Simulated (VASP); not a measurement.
Runs of VASP 6.6.1 on AgCl. The structure is that of space group F-43m (No. 216), or close to it. The cells are those of the table. 

| level | cell | smearing | gap on the mesh (eV) | pressure (GPa) |
| --- | --- | --- | --- | --- |
| r2SCAN | a = 4.249, b = 4.249, c = 4.233 Å, angles 60.1, 60.1, 59.7°, 2 atoms | gaussian 0.01 eV | 1.61 | -0.3 |
| PBE | a = 4.398 Å, angles 60.0°, 2 atoms | fermi-dirac 0.02 eV | 1.39 | -2.0 |
| PBE | a = 4.249, b = 4.249, c = 4.233 Å, angles 60.1, 60.1, 59.7°, 2 atoms | fermi-dirac 0.02 eV | 1.26 | 0.8 |
| r2SCAN | a = 4.398 Å, angles 60.0°, 2 atoms | gaussian 0.01 eV | (b) | (a) |

Alike in all rows: task single point; potentials or basis VASP PAW PBE potentials, release 64 (Ag, Cl); no spin polarisation; k mesh 8 × 8 × 8; cutoff (eV) 520.

Task: Fill in the values left out.

Result: (a) -3.1; (b) 1.74.

Caveats: the structure was generated, so it needn't be the stable form of AgCl; the PAW data sets were made with another functional, which shifts forces and pressure a little (at least some runs); the cell stands under tension (at least some runs).

A k mesh can miss the band edges, and the runs leave out spin-orbit coupling on Ag.
